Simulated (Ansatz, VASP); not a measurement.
# One calculation of Fe4Pt, two programs

```
CELL_PARAMETERS angstrom
2.63350 0.00000 0.00000
-1.31675 2.28067 0.00000
0.00000 0.00000 21.68110
ATOMIC_POSITIONS crystal
Fe 0.66667 0.33333 0.14687
Fe 0.66667 0.33333 0.35313
Fe 0.66667 0.33333 0.54901
Fe 0.66667 0.33333 0.95099
Fe 0.33333 0.66667 0.04901
Fe 0.33333 0.66667 0.45099
Fe 0.33333 0.66667 0.64687
Fe 0.33333 0.66667 0.85313
Pt 0.66667 0.33333 0.75000
Pt 0.33333 0.66667 0.25000
```

Alike in both runs: functional PBE; k mesh 6 × 6 × 1; occupations gaussian, width 0.1 eV; collinear spin.

Ansatz relaxed the structure, and its values are those at the end. VASP's run is a single point on that final structure, the one shown.

|  | VASP | Ansatz |
| --- | --- | --- |
| version | VASP 6.6.1 | Ansatz 0.2.0 |
| potentials or method | VASP PAW PBE potentials, release 64 (Fe, Pt), cutoff 520 eV | scalar-relativistic, plane waves, PAW |
| valence electrons in the cell | 84 | 164 |

|  | VASP | Ansatz | Ansatz less VASP |
| --- | --- | --- | --- |
| gap on the k mesh at the Fermi level (eV) | none | none | - |
| pressure (GPa) | -0.3 | 0.1 | +0.38 |
| rms of the force components (eV/Å) | 0.011 | 0.006 | -0.0053 |
| net moment per atom (μB) | 2.17 | 2.19 | +0.017 |
| size of the moment on the site where the two differ most (μB) | 0.19 | 0.25 | +0.065 |

Site moments also hang on the region over which each program counts them. A gap of «none» marks a metal or a gap that the smearing closes. With one functional, cell and mesh, what is left measures potentials, basis and numerics. VASP's potentials hold 84 valence electrons a cell and Ansatz's 164, so a difference there can come from the potentials and not from the codes.

The k mesh is coarse, so the values compare programs but aren't converged. Spin-orbit coupling is off throughout. Noted on VASP's run: too few bands were computed for a metal, which touches its energy and stress.
